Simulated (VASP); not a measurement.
The system is ZnS.

```
Zn S
1.0
     0.00000    2.70200    2.70200
     2.70200    0.00000    2.70200
     2.70200    2.70200    0.00000
Zn S
1 1
Cartesian
  4.0530 4.0530 4.0530
  0.0000 0.0000 0.0000
```

- Program: VASP 6.6.1
- Task: relaxation of cell and atoms
- Functional: RPBE
- Dispersion: D4
- Potentials or basis: VASP PAW PBE potentials, release 64 (Zn, S)
- Cutoff: 600 eV
- k mesh: 9 × 9 × 9
- Occupations: fermi-dirac, width 0.05 eV
- Spin: no spin polarisation

At the start: pressure -1.5 GPa; volume 19.73 Å³/atom.

**Question.** How do energy, volume and symmetry change on relaxing?

**Answer.** Over 3 steps the energy falls by 2.1 meV/atom and the volume is 19.31 Å³/atom (-2.1 %); space group F-43m (No. 216, to 0.05 Å).

The path:
| step | energy change (eV) | largest force (eV/Å) | pressure (GPa) | volume (Å³) |
| --- | --- | --- | --- | --- |
| 1 | 0.0000 | 0.0000 | -1.52 | 39.45 |
| 2 | -0.0038 | 0.0000 | 0.45 | 38.39 |
| 3 | -0.0041 | 0.0000 | 0.01 | 38.61 |

Final structure:
```cif
data_structure
_symmetry_space_group_name_H-M 'P 1'
_symmetry_Int_Tables_number 1
_cell_length_a 3.7938
_cell_length_b 3.7938
_cell_length_c 3.7938
_cell_angle_alpha 60.000
_cell_angle_beta 60.000
_cell_angle_gamma 60.000
_cell_volume 38.61
loop_
_atom_site_label
_atom_site_type_symbol
_atom_site_fract_x
_atom_site_fract_y
_atom_site_fract_z
_atom_site_occupancy
Zn1 Zn 0.75000 0.75000 0.75000 1
S1 S 0.00000 0.00000 0.00000 1
```

Caveat: the PAW data sets were made with another functional, which shifts forces and pressure a little.
